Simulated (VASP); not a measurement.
Wanted: the native input for a VASP 6.6.1 run.

```yaml
Task: single point
Functional: LDA
Potentials_or_basis: VASP PAW LDA potentials, release 64 (Al, N)
Cutoff: 520 eV
k_mesh: 10 × 10 × 10
Occupations: gaussian, width 0.01 eV
Spin: no spin polarisation
Dipole_correction: no
Further_INCAR_settings: ALGO = Normal; EDIFF = 1e-06; NBANDS = 11
```

The structure of AlN lies in POSCAR:

```
AlN
1.0
    0.0000000000      2.1611053186      2.1611053186
    2.1611053186      0.0000000000      2.1611053186
    2.1611053186      2.1611053186      0.0000000000
Al N
1 1
Direct
    0.0000000000      0.0000000000      0.0000000000
    0.7500000000      0.7500000000      0.7500000000
```

One way to write it, as run:

INCAR

```
SYSTEM = AlN
  PREC = Accurate
  ENCUT = 520
  EDIFF = 1E-6
  ISMEAR = 0
  SIGMA = 0.01
  LREAL = .False.
  LASPH = .True.
  NELM = 100
  ALGO = Normal
  ISIF = 2
  LWAVE = .False.
  LCHARG = .False.
  NBANDS = 11
```

KPOINTS

```
regular mesh
0
Gamma
  10 10 10
  0 0 0
```

Potentials or basis: VASP PAW LDA potentials, release 64 (Al, N).

The run is started by

```sh
$ cat potpaw_LDA.64/Al/POTCAR potpaw_LDA.64/N/POTCAR > POTCAR
$ mpirun -np 1 vasp_std > vasp.out
```

Results of the run:

```json
{
  "Pressure": "3.7 GPa",
  "Band gap on the k mesh": "3.24 eV, indirect (least direct gap 4.52 eV)"
}
```

It took 2.7 s on 1 thread of Intel(R) Xeon(R) 6975P-C (Granite Rapids), with other jobs on the host, peak memory 0.12 GiB.
